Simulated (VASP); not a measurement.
# AgAs (Pmma) in VASP: single point with r2SCAN

Aim: the single point of AgAs with r2SCAN.

All numbers are computed with VASP 6.6.1; they aren't measurements. Logs are shortened: lines on timing, memory, paths and dates and some standing lists are left out, and cuts for length are marked.

### Step 1. The cell of the first run

Symmetry: Pmma, No. 51, orthorhombic system. Conventional cell: a = 4.991 Å, b = 2.961 Å, c = 5.173 Å, α = 90.00°, β = 90.00°, γ = 90.00°. Within 3.9 Å of Ag (site symmetry mm2) lie 4 Ag at 2.96 to 3.02 Å and 8 As at 2.98 to 3.03 Å. As (site symmetry mm2) has 4 As at 2.96 to 3.03 Å and 8 Ag at 2.98 to 3.03 Å within 3.9 Å.

### Step 2. Single point, r2SCAN

Input file POSCAR:

```
AgAs
1.0
    4.9913820000      0.0000000000      0.0000000000
    0.0000000000      2.9607890000      0.0000000000
    0.0000000000      0.0000000000      5.1726990000
Ag As
2 2
Direct
    0.2500000000      0.0000000000      0.8352290000
    0.7500000000      0.0000000000      0.1647710000
    0.7500000000      0.5000000000      0.6656450000
    0.2500000000      0.5000000000      0.3343550000
```

Input file INCAR.step1:

```
SYSTEM = AgAs
PREC = Accurate
ENCUT = 520
ISMEAR = 1
SIGMA = 0.1
LREAL = .FALSE.
LASPH = .TRUE.
NELM = 100
NBANDS = 24
GGA = PE
ALGO = Normal
EDIFF = 1E-4
LWAVE = .TRUE.
LCHARG = .FALSE.
```

Input file INCAR.step2:

```
SYSTEM = AgAs
PREC = Accurate
ENCUT = 520
EDIFF = 1E-6
ISMEAR = 1
SIGMA = 0.1
LREAL = .FALSE.
LASPH = .TRUE.
NELM = 100
ALGO = Normal
ISIF = 2
LWAVE = .FALSE.
LCHARG = .FALSE.
METAGGA = R2SCAN
LMIXTAU = .TRUE.
NBANDS = 24
ISTART = 1
```

Input file KPOINTS:

```
Automatic mesh
0
G
  4 7 4
  0 0 0
```

Potentials or basis: VASP PAW PBE potentials, release 64 (Ag, As).

Launch:

```
> cat potpaw_PBE.64/Ag/POTCAR potpaw_PBE.64/As/POTCAR > POTCAR
> cp INCAR.step1 INCAR
> mpirun -np 1 vasp_std > vasp.out
> cp INCAR.step2 INCAR
> mpirun -np 1 vasp_std > vasp.out
```

OUTCAR:

```text
SYSTEM = AgAs
   PREC = Accurate
   ENCUT = 520
   EDIFF = 1E-6
   ISMEAR = 1
   LREAL = .FALSE.
   LASPH = .TRUE.
   NELM = 100
   ISIF = 2
   METAGGA = R2SCAN
   ISTART = 1

 ion  position               nearest neighbor table
   1  0.250  0.000  0.835-   4 2.98   4 2.98   4 2.98   4 2.98   2 3.02   2 3.02   3 3.03   3 3.03
                             3 3.03   3 3.03
   2  0.750  0.000  0.165-   3 2.98   3 2.98   3 2.98   3 2.98   1 3.02   1 3.02   4 3.03   4 3.03
                             4 3.03   4 3.03
   3  0.750  0.500  0.666-   2 2.98   2 2.98   2 2.98   2 2.98   1 3.03   1 3.03   1 3.03   1 3.03

   4  0.250  0.500  0.334-   1 2.98   1 2.98   1 2.98   1 2.98   2 3.03   2 3.03   2 3.03   2 3.03

  LATTYP: Found a simple orthorhombic cell.
 ALAT       =     2.9607890000
 B/A-ratio  =     1.6858283383
 C/A-ratio  =     1.7470677580

  Lattice vectors:

 A1 = (   0.0000000000,  -2.9607890000,   0.0000000000)
 A2 = (   4.9913820000,   0.0000000000,   0.0000000000)
 A3 = (   0.0000000000,   0.0000000000,   5.1726990000)

Analysis of symmetry for initial positions (statically):
=====================================================================
 Subroutine PRICEL returns:
 Original cell was already a primitive cell.

 Routine SETGRP: Setting up the symmetry group for a
 simple orthorhombic supercell.

 Subroutine GETGRP returns: Found  8 space group operations
 (whereof  4 operations were pure point group operations)
 out of a pool of  8 trial point group operations.

The static configuration has the point symmetry C_2h.
 The point group associated with its full space group is D_2h.

Analysis of symmetry for dynamics (positions and initial velocities):
=====================================================================
 Subroutine PRICEL returns:
 Original cell was already a primitive cell.

 Routine SETGRP: Setting up the symmetry group for a
 simple orthorhombic supercell.

 Subroutine GETGRP returns: Found  8 space group operations
 (whereof  4 operations were pure point group operations)
 out of a pool of  8 trial point group operations.

The dynamic configuration has the point symmetry C_2h.
 The point group associated with its full space group is D_2h.

 Subroutine INISYM returns: Found  8 space group operations
 (whereof  4 operations are pure point group operations),
 and found     1 'primitive' translations

----------------------------------------------------------------------------------------

                                     Primitive cell

  volume of cell :      76.4444

[... 94 lines left out ...]
   EDIFFG = 0.1E-04   stopping-criterion for IOM
   NSW    =      0    number of steps for IOM
   IBRION =     -1    ionic relax: 0-MD 1-quasi-New 2-CG
   NFREE  =      0    steps in history (QN), initial steepest desc. (CG)
   ISIF   =      2    stress and relaxation
   ISYM   =      2    0-nonsym 1-usesym 2-fastsym
   POTIM  = 0.5000    time-step for ionic-motion
   TEBEG  =    0.0;   TEEND  =   0.0 temperature during run
   PSTRESS=    0.0 pullay stress
   NELECT =      32.0000    total number of electrons
   NUPDOWN=      -1.0000    fix difference up-down
   EMIN   =  10.00;   EMAX   =-10.00  energy-range for DOS
   EFERMI =   0.00;   METHOD = LEGACY
   ISMEAR =     1;   SIGMA  =   0.10  broadening in eV -4-tet -1-fermi 0-gaus
   EFERMI_NEDOS =   21; number of points for ismear=-14 and -15
   IALGO  =     38    algorithm
   IMIX   =      4    mixing-type and parameters
     AMIX     =   0.40;   BMIX     =  1.00
     AMIX_MAG =   1.60;   BMIX_MAG =  1.00
  volume/ion in A,a.u.               =      19.11       128.97
  Fermi-wavevector in a.u.,A,eV,Ry     =   1.224643  2.314241 20.405359  1.499752
  Thomas-Fermi vector in A             =   2.359711
   LORBIT       =      0    0 simple, 1 ext, 2 COOP (PROOUT), +10 PAW based schemes
   METAGGA = R2SCAN    functional components
   LHFCALC =     F    Hartree Fock is set to
   AEXX    =    0.0000 exact exchange contribution
   IVDW    =     0    specifies the selected vdW correction
   LEPSILON=     F    determine dielectric tensor
   LRPA    =     F    only Hartree local field effects (RPA)
 non-spin polarized calculation
 Methfessel and Paxton  Order N= 1 SIGMA  =   0.10
  energy-cutoff  :      520.00
  volume of cell :       76.44
 maximum number of plane-waves:      2080
 NGX is ok and might be reduce to    40
   NGX = 19   NGY = 11   NGZ = 19

 number of electron      32.0000005 magnetization

 Free energy of the ion-electron system (eV)
  ---------------------------------------------------
  ext. energy  EPLUGINS =         0.00000000
  ---------------------------------------------------
  free energy    TOTEN  =       -70.98332135 eV

  energy without entropy =      -70.98328033  energy(sigma->0) =      -70.98330767

 E-fermi :   6.6845     XC(G=0): -11.7357

 val. band max:        6.6505419415   @ k =   0.5000   0.1429   0.2500
 cond. band min:       6.6899605402   @ k =   0.0000   0.2857   0.0000
 fundamental gap:      0.0394185987
 Fermi energy:         6.6845335085

 k-point     1 :       0.0000    0.0000    0.0000
  band No.  band energies     occupation
      1      -6.9474      2.00000
      2      -4.6438      2.00000
      3       0.9506      2.00000
      4       1.0414      2.00000
      5       1.1733      2.00000
      6       1.3949      2.00000
[... 637 lines left out ...]
     23      13.9605      0.00000
     24      13.9605      0.00000

 [... further k-points ...]

------------------------ aborting loop because EDIFF is reached ----------------------------------------

  FORCE on cell =-STRESS in cart. coord.  units (eV):
  Direction    XX          YY          ZZ          XY          YZ          ZX
  --------------------------------------------------------------------------------------
  -------------------------------------------------------------------------------------
  Total       -0.5083468     -2.6411236     -0.6410684      0.0000000      0.0000000     -0.0000000
  in kB      -10.6543073    -55.3546147    -13.4359842      0.0000000      0.0000000     -0.0000000
  external PRESSURE =     -26.4816354 kB  Pullay stress =       0.0000000 kB

 VOLUME and BASIS-vectors are now :
 -----------------------------------------------------------------------------
  energy-cutoff  :      520.00
  volume of cell :       76.44
      direct lattice vectors                 reciprocal lattice vectors
     4.991382000  0.000000000  0.000000000     0.200345315  0.000000000  0.000000000
     0.000000000  2.960789000  0.000000000     0.000000000  0.337747810  0.000000000
     0.000000000  0.000000000  5.172699000     0.000000000  0.000000000  0.193322674

 POSITION                                       TOTAL-FORCE (eV/Angst)
 -----------------------------------------------------------------------------------
      1.24785      0.00000      4.32039         0.000000     -0.000000      0.163210
      3.74354      0.00000      0.85231         0.000000     -0.000000     -0.163210
      3.74354      1.48039      3.44318         0.000000     -0.000000      0.156109
      1.24785      1.48039      1.72952        -0.000000      0.000000     -0.156109
 -----------------------------------------------------------------------------------
    total drift:                               -0.000000      0.000000      0.000000

  FREE ENERGIE OF THE ION-ELECTRON SYSTEM (eV)
  ---------------------------------------------------
  free  energy   TOTEN  =       -70.9833213455 eV

  energy  without entropy=      -70.9832803311  energy(sigma->0) =      -70.98330767
```

OSZICAR.step1:

```text
N       E                     dE             d eps       ncg     rms          rms(c)
DAV:   1     0.168798795846E+03    0.16880E+03   -0.15053E+04  1728   0.123E+03
DAV:   2    -0.876318034484E+01   -0.17756E+03   -0.16640E+03  2048   0.257E+02
DAV:   3    -0.145746501357E+02   -0.58115E+01   -0.57651E+01  2120   0.461E+01
DAV:   4    -0.146023052312E+02   -0.27655E-01   -0.27653E-01  1872   0.342E+00
DAV:   5    -0.146025065545E+02   -0.20132E-03   -0.20132E-03  2096   0.288E-01    0.717E+00
DAV:   6    -0.139400512692E+02    0.66246E+00   -0.27547E+00  1928   0.177E+01    0.642E+00
DAV:   7    -0.139223332884E+02    0.17718E-01   -0.19577E-01  1824   0.363E+00    0.350E+00
DAV:   8    -0.139131664526E+02    0.91668E-02   -0.23642E-02  1856   0.114E+00    0.318E-01
DAV:   9    -0.139119393653E+02    0.12271E-02   -0.42633E-03  1920   0.694E-01    0.779E-02
DAV:  10    -0.139119515027E+02   -0.12137E-04   -0.40614E-04  1848   0.110E-01
   1 F= -.13911952E+02 E0= -.13911697E+02  d E =-.762422E-03
```

It took 4.8 min on 1 thread of Intel Xeon 8259CL, shared host; peak memory 0.23 GiB.

Results:

```yaml
Free_energy: -70.9833 eV
Pressure: -2.6 GPa
Largest_force: 0.163 eV/Å
Band_gap_on_the_k_mesh: zero (band 16 reaches 8.12 eV, above the bottom of band 17 at 5.68 eV)
```

Forces in eV/Å, atoms in the order of the input:
```
Ag   0.000  0.000  0.163
Ag   0.000  0.000 -0.163
As   0.000  0.000  0.156
As   0.000  0.000 -0.156
```

Caveat: the PAW data sets were made with another functional, which shifts forces and pressure a little.
